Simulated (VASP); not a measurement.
Input of a VASP 6.6.1 run:

Contents of INCAR:

```
PREC = Accurate
ENCUT = 520
EDIFF = 1E-6
ISMEAR = 0
SIGMA = 0.1
LREAL = F
LASPH = T
NELM = 100
ALGO = Normal
ISIF = 2
LWAVE = F
LCHARG = T
GGA = PE
LELF = T
LVHAR = T
NBANDS = 38
```

Contents of KPOINTS:

```
regular mesh
0
Gamma
  6 6 4
```

POSCAR

```
Sn2H
1.0
    4.9434372351      0.0000000000      0.0000000000
   -2.4717186176      4.2811422277      0.0000000000
    0.0000000000      0.0000000000      5.8246342962
Sn H
4 2
Direct
    0.0000000000      0.0000000000      0.5000000000
    0.0000000000      0.0000000000      0.0000000000
    0.6666666667      0.3333333333      0.2500000000
    0.3333333333      0.6666666667      0.7500000000
    0.6666666667      0.3333333333      0.7500000000
    0.3333333333      0.6666666667      0.2500000000
```

Potentials or basis: VASP PAW PBE potentials, release 64 (Sn_d, H).

Command:

```bash
$ cat potpaw_PBE.64/Sn_d/POTCAR potpaw_PBE.64/H/POTCAR > POTCAR
$ mpirun -np 1 vasp_std > vasp.out
```

**Question.** Estimate the pressure.

**Answer.** 0.0 GPa.

**Question.** Estimate the band gap on the k mesh.

**Answer.** Zero (bands 29 and 30 overlap by 2.66 eV).

Stress tensor (GPa, compression positive):
```
 0.17  0.00  0.00
 0.00  0.17  0.00
 0.00  0.00 -0.41
```

Caveat: spin-orbit coupling is left out, which moves the levels of the heavy elements.
